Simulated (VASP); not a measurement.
## Sb: single point with PBE

The system is Sb.

```xyz
2
Lattice="2.1076 1.2168 3.7440 -2.1076 1.2168 3.7440 0.0000 -2.4336 3.7440" Properties=species:S:1:pos:R:3 pbc="T T T"
Sb    0.0000    0.0000    2.6242
Sb    0.0000    0.0000    8.6078
```

This cell differs from its parent crystal: x and y stretched by -2 %, z held.

```json
{
  "Program": "VASP 6.6.1",
  "Task": "single point",
  "Functional": "PBE",
  "Potentials or basis": "VASP PAW PBE potentials, release 64 (Sb)",
  "Cutoff": "520 eV",
  "k mesh": "9 × 9 × 9",
  "Occupations": "fermi-dirac, width 0.05 eV",
  "Spin": "no spin polarisation",
  "Dipole correction": "no",
  "Further INCAR settings": "ALGO = Normal; EDIFF = 1e-07; NBANDS = 12"
}
```

| Property | Result |
| --- | --- |
| Pressure | 6.2 GPa |
| Largest force | 0.485 eV/Å |
| Band gap on the k mesh | zero (bands 5 and 6 overlap by 0.11 eV) |

Forces in eV/Å, atoms in the order of the input:
```
Sb   0.000  0.000  0.485
Sb   0.000  0.000 -0.485
```

Stress tensor (GPa, compression positive):
```
6.77 0.00 0.00
0.00 6.77 0.00
0.00 0.00 5.05
```

Levels at points of the mesh, in eV from the Fermi level:
```csv
k point,band 3,band 4,band 5,band 6,band 7,band 8
"(0.00, 0.00, 0.00)",-2.38,-1.87,-1.87,2.03,2.71,2.71
```

It took 45 s on 1 thread of Intel(R) Xeon(R) Platinum 8488C (Sapphire Rapids), on a shared host, peak memory 0.21 GiB.

Caveat: the cell differs from its parent crystal (x and y stretched by -2 %, z held); the cell stands under pressure; spin-orbit coupling is left out, which moves the levels of the heavy elements.
